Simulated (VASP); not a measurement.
# CaO (P6_3/mmc) in VASP: a series of runs

CaO is run at these levels: PBE; tasks: single point.

Program: VASP 6.6.1. These are calculated values, not measurements. Logs are shortened: lines on timing, memory, paths and dates and some standing lists are left out, and cuts for length are marked.

## 1. The cell of the first run

It takes space group P6_3/mmc (No. 194, hexagonal). The conventional cell has a = 3.320 Å, b = 3.320 Å, c = 5.814 Å, α = 90.00°, β = 90.00°, γ = 120.00°. Within 3.4 Å of Ca (site symmetry -3m) lie 6 O at 2.41 Å and 8 Ca at 2.91 to 3.32 Å. Within 3.5 Å of O (site symmetry -6m2) lie 6 Ca at 2.41 Å and 12 O at 3.32 to 3.48 Å.

## 2. Single point, PBE

Input file INCAR:

```
SYSTEM = CaO
PREC = Accurate
ENCUT = 520
EDIFF = 1E-7
ISMEAR = 0
SIGMA = 0.01
LREAL = .FALSE.
LASPH = .TRUE.
NELM = 60
ALGO = Normal
ISIF = 2
LWAVE = .FALSE.
LCHARG = .FALSE.
GGA = PE
NBANDS = 24
```

Input file KPOINTS:

```
regular mesh
0
G
  9 9 4
  0 0 0
```

Input file POSCAR:

```
CaO
1.0
    3.3199366349      0.0000000000      0.0000000000
   -1.6599683174      2.8751494647      0.0000000000
    0.0000000000      0.0000000000      5.8143085363
Ca O
2 2
Direct
    0.0000000000      0.0000000000      0.0000000000
    0.0000000000      0.0000000000      0.5000000000
    0.3333333333      0.6666666667      0.2500000000
    0.6666666667      0.3333333333      0.7500000000
```

Potentials or basis: VASP PAW PBE potentials, release 64 (Ca_sv, O).

On the command line:

```
cat potpaw_PBE.64/Ca_sv/POTCAR potpaw_PBE.64/O/POTCAR > POTCAR
mpirun -np 1 vasp_std > vasp.out
```

OUTCAR:

```text
SYSTEM = CaO
   PREC = Accurate
   ENCUT = 520
   EDIFF = 1E-7
   ISMEAR = 0
   LREAL = .FALSE.
   LASPH = .TRUE.
   NELM = 60
   ISIF = 2
   GGA = PE

 ion  position               nearest neighbor table
   1  0.000  0.000  0.000-   3 2.41   4 2.41   3 2.41   4 2.41   4 2.41   3 2.41   2 2.91   2 2.91

   2  0.000  0.000  0.500-   3 2.41   4 2.41   3 2.41   4 2.41   4 2.41   3 2.41   1 2.91   1 2.91

   3  0.333  0.667  0.250-   1 2.41   2 2.41   1 2.41   2 2.41   1 2.41   2 2.41
   4  0.667  0.333  0.750-   1 2.41   2 2.41   1 2.41   2 2.41   1 2.41   2 2.41

  LATTYP: Found a hexagonal cell.
 ALAT       =     3.3199366349
 C/A-ratio  =     1.7513311776

  Lattice vectors:

 A1 = (   3.3199366349,   0.0000000000,   0.0000000000)
 A2 = (  -1.6599683174,   2.8751494647,   0.0000000000)
 A3 = (   0.0000000000,   0.0000000000,   5.8143085363)

Analysis of symmetry for initial positions (statically):
=====================================================================
 Subroutine PRICEL returns:
 Original cell was already a primitive cell.

 Routine SETGRP: Setting up the symmetry group for a
 hexagonal supercell.

 Subroutine GETGRP returns: Found 24 space group operations
 (whereof 12 operations were pure point group operations)
 out of a pool of 24 trial point group operations.

The static configuration has the point symmetry D_3d.
 The point group associated with its full space group is D_6h.

Analysis of symmetry for dynamics (positions and initial velocities):
=====================================================================
 Subroutine PRICEL returns:
 Original cell was already a primitive cell.

 Routine SETGRP: Setting up the symmetry group for a
 hexagonal supercell.

 Subroutine GETGRP returns: Found 24 space group operations
 (whereof 12 operations were pure point group operations)
 out of a pool of 24 trial point group operations.

The dynamic configuration has the point symmetry D_3d.
 The point group associated with its full space group is D_6h.

 Subroutine INISYM returns: Found 24 space group operations
 (whereof 12 operations are pure point group operations),
 and found     1 'primitive' translations

----------------------------------------------------------------------------------------

                                     Primitive cell

  volume of cell :      55.4994

  direct lattice vectors                    reciprocal lattice vectors
     3.319936635  0.000000000  0.000000000     0.301210568  0.173904003  0.000000000
    -1.659968317  2.875149465  0.000000000     0.000000000  0.347808005  0.000000000
[... 91 lines left out ...]
   EDIFFG = 0.1E-05   stopping-criterion for IOM
   NSW    =      0    number of steps for IOM
   IBRION =     -1    ionic relax: 0-MD 1-quasi-New 2-CG
   NFREE  =      0    steps in history (QN), initial steepest desc. (CG)
   ISIF   =      2    stress and relaxation
   ISYM   =      2    0-nonsym 1-usesym 2-fastsym
   POTIM  = 0.5000    time-step for ionic-motion
   TEBEG  =    0.0;   TEEND  =   0.0 temperature during run
   PSTRESS=    0.0 pullay stress
   NELECT =      32.0000    total number of electrons
   NUPDOWN=      -1.0000    fix difference up-down
   EMIN   =  10.00;   EMAX   =-10.00  energy-range for DOS
   EFERMI =   0.00;   METHOD = LEGACY
   ISMEAR =     0;   SIGMA  =   0.01  broadening in eV -4-tet -1-fermi 0-gaus
   EFERMI_NEDOS =   21; number of points for ismear=-14 and -15
   IALGO  =     38    algorithm
   IMIX   =      4    mixing-type and parameters
     AMIX     =   0.40;   BMIX     =  1.00
     AMIX_MAG =   1.60;   BMIX_MAG =  1.00
  volume/ion in A,a.u.               =      13.87        93.63
  Fermi-wavevector in a.u.,A,eV,Ry     =   1.362580  2.574903 25.260912  1.856625
  Thomas-Fermi vector in A             =   2.489057
   LORBIT       =      0    0 simple, 1 ext, 2 COOP (PROOUT), +10 PAW based schemes
   GGA     = PE    functional components
   LHFCALC =     F    Hartree Fock is set to
   AEXX    =    0.0000 exact exchange contribution
   IVDW    =     0    specifies the selected vdW correction
   LEPSILON=     F    determine dielectric tensor
   LRPA    =     F    only Hartree local field effects (RPA)
 non-spin polarized calculation
 Gauss-broadening in eV      SIGMA  =   0.01
  energy-cutoff  :      520.00
  volume of cell :       55.50
 maximum number of plane-waves:      1518
 NGX is ok and might be reduce to    28
   NGX = 13   NGY = 13   NGZ = 21

 number of electron      31.9999996 magnetization

 Free energy of the ion-electron system (eV)
  ---------------------------------------------------
  ext. energy  EPLUGINS =         0.00000000
  ---------------------------------------------------
  free energy    TOTEN  =       -24.94890160 eV

  energy without entropy =      -24.94890160  energy(sigma->0) =      -24.94890160

 E-fermi :   2.5306     XC(G=0): -10.4610

 val. band max:        2.4891643934   @ k =   0.0000   0.0000   0.0000
 cond. band min:       6.3217532863   @ k =   0.0000   0.0000   0.0000
 fundamental gap:      3.8325888929
 Fermi energy:         2.5305832149

 k-point     1 :       0.0000    0.0000    0.0000
  band No.  band energies     occupation
      1     -35.5683      2.00000
      2     -35.3979      2.00000
      3     -17.6617      2.00000
      4     -16.3163      2.00000
      5     -16.3163      2.00000
      6     -16.1814      2.00000
[... 637 lines left out ...]
     23      10.8494      0.00000
     24      11.5354      0.00000

 [... further k-points ...]

------------------------ aborting loop because EDIFF is reached ----------------------------------------

  FORCE on cell =-STRESS in cart. coord.  units (eV):
  Direction    XX          YY          ZZ          XY          YZ          ZX
  --------------------------------------------------------------------------------------
  -------------------------------------------------------------------------------------
  Total        1.0422104      1.0422104      1.2967294      0.0000000      0.0000000      0.0000000
  in kB       30.0869168     30.0869168     37.4344666      0.0000000      0.0000000      0.0000000
  external PRESSURE =      32.5361001 kB  Pullay stress =       0.0000000 kB

 VOLUME and BASIS-vectors are now :
 -----------------------------------------------------------------------------
  energy-cutoff  :      520.00
  volume of cell :       55.50
      direct lattice vectors                 reciprocal lattice vectors
     3.319936635  0.000000000  0.000000000     0.301210568  0.173904003  0.000000000
    -1.659968317  2.875149465  0.000000000     0.000000000  0.347808005  0.000000000
     0.000000000  0.000000000  5.814308536     0.000000000  0.000000000  0.171989497

 POSITION                                       TOTAL-FORCE (eV/Angst)
 -----------------------------------------------------------------------------------
      0.00000      0.00000      0.00000        -0.000000      0.000000      0.000000
      0.00000      0.00000      2.90715        -0.000000      0.000000      0.000000
     -0.00000      1.91677      1.45358        -0.000000      0.000000     -0.000000
      1.65997      0.95838      4.36073         0.000000     -0.000000      0.000000
 -----------------------------------------------------------------------------------
    total drift:                                0.000000     -0.000000      0.000000

  FREE ENERGIE OF THE ION-ELECTRON SYSTEM (eV)
  ---------------------------------------------------
  free  energy   TOTEN  =       -24.9489015955 eV

  energy  without entropy=      -24.9489015955  energy(sigma->0) =      -24.94890160
```

OSZICAR:

```text
N       E                     dE             d eps       ncg     rms          rms(c)
DAV:   1     0.318192543240E+03    0.31819E+03   -0.16695E+04  1728   0.137E+03
DAV:   2    -0.554155345945E+01   -0.32373E+03   -0.30559E+03  2024   0.386E+02
DAV:   3    -0.277735882363E+02   -0.22232E+02   -0.22065E+02  2872   0.101E+02
DAV:   4    -0.284284207483E+02   -0.65483E+00   -0.65419E+00  2160   0.148E+01
DAV:   5    -0.284373301202E+02   -0.89094E-02   -0.89088E-02  2560   0.163E+00    0.121E+01
DAV:   6    -0.249561233404E+02    0.34812E+01   -0.17858E+01  2392   0.279E+01    0.488E+00
DAV:   7    -0.249548680966E+02    0.12552E-02   -0.19643E+00  2184   0.907E+00    0.260E+00
DAV:   8    -0.249594167475E+02   -0.45487E-02   -0.28068E-01  1992   0.369E+00    0.850E-01
DAV:   9    -0.249474134284E+02    0.12003E-01   -0.95073E-02  2728   0.178E+00    0.191E-01
DAV:  10    -0.249490750880E+02   -0.16617E-02   -0.91298E-03  2040   0.683E-01    0.995E-02
DAV:  11    -0.249489303632E+02    0.14472E-03   -0.24259E-03  2256   0.294E-01    0.486E-02
DAV:  12    -0.249489029733E+02    0.27390E-04   -0.26605E-04  2240   0.106E-01    0.139E-02
DAV:  13    -0.249489013709E+02    0.16023E-05   -0.21674E-05  2208   0.288E-02    0.271E-03
DAV:  14    -0.249489016064E+02   -0.23547E-06   -0.10480E-06  2376   0.643E-03    0.170E-03
DAV:  15    -0.249489015955E+02    0.10858E-07   -0.96796E-08  1264   0.193E-03
   1 F= -.24948902E+02 E0= -.24948902E+02  d E =-.123438E-11
```

stdout:

```text
POSCAR found type information on POSCAR CaO
 POSCAR found :  2 types and       4 ions
 scaLAPACK will be used
 LDA part: xc-table for (Slater+PW92), standard interpolation
 POSCAR, INCAR and KPOINTS ok, starting setup
 FFT: planning ... GRIDC
 FFT: planning ... GRID_SOFT
 FFT: planning ... GRID
 WAVECAR not read
 entering main loop
```

It took 60 s on 1 thread of Intel Xeon Platinum 8259CL at 2.50GHz (Skylake/Cascade Lake), shared host; peak memory 0.2 GiB.

Results:

* Free energy: -24.9489 eV
* Pressure: 3.3 GPa
* Band gap on the k mesh: 3.83 eV

Levels at points of the mesh, in eV from the valence-band top:
| k point | band 14 | band 15 | band 16 | band 17 | band 18 | band 19 |
| --- | --- | --- | --- | --- | --- | --- |
| (0.00, 0.00, 0.00) | -0.24 | 0.00 | 0.00 | 3.83 | 4.92 | 6.38 |
| (0.00, 0.00, 0.50) | -0.59 | -0.59 | -0.59 | 5.86 | 5.86 | 6.75 |

Caveat: the cell stands under pressure; an odd mesh through Γ misses points on the zone boundary, where band edges can lie.

## 3. Single point, PBE

Input file INCAR:

```
PREC     = Accurate       # precision mode
ENCUT    = 520            # plane-wave cutoff, eV
EDIFF    = 1E-7           # SCF threshold, eV
ISMEAR   = 0              # smearing method
SIGMA    = 0.01           # smearing width, eV
LREAL    = False          # projectors in reciprocal space
LASPH    = True           # aspherical terms in the spheres
NELM     = 100            # most SCF steps
ALGO     = Normal         # electronic algorithm
ISIF     = 2              # what is computed and relaxed
LWAVE    = False          # write WAVECAR
LCHARG   = True           # write CHGCAR
GGA      = PE             # functional
LELF     = True           # ELF
LVHAR    = True         
NBANDS   = 24             # bands
```

Input file KPOINTS:

```
Automatic mesh
0
Gamma
  9 9 4
```

POSCAR is that of step 2.

Potentials or basis: VASP PAW PBE potentials, release 64 (Ca_sv, O).

On the command line:

```
cat potpaw_PBE.64/Ca_sv/POTCAR potpaw_PBE.64/O/POTCAR > POTCAR
mpirun -np 1 vasp_std > vasp.out
```

Run time: 67 s. Hardware: 1 thread of Intel Xeon Platinum 8259CL at 2.50GHz (Skylake/Cascade Lake), shared host; peak memory 0.2 GiB.

The run converged. Its results:

| Quantity | Value |
| --- | --- |
| Free energy | -24.9489 eV |
| Pressure | 3.3 GPa |
| Band gap on the k mesh | 3.83 eV |

Stress tensor (GPa, compression positive):
```
3.01 0.00 0.00
0.00 3.01 0.00
0.00 0.00 3.74
```

Levels at points of the mesh, in eV from the valence-band top:
| k point | band 12 | band 13 | band 14 | band 15 | band 16 | band 17 | band 18 | band 19 | band 20 | band 21 |
| --- | --- | --- | --- | --- | --- | --- | --- | --- | --- | --- |
| (0.00, 0.00, 0.00) | -1.08 | -1.08 | -0.24 | 0.00 | 0.00 | 3.83 | 4.92 | 6.38 | 6.38 | 6.65 |
| (0.00, 0.00, 0.50) | -1.68 | -0.59 | -0.59 | -0.59 | -0.59 | 5.86 | 5.86 | 6.75 | 6.75 | 6.96 |

Caveat: the cell stands under pressure; an odd mesh through Γ misses points on the zone boundary, where band edges can lie.
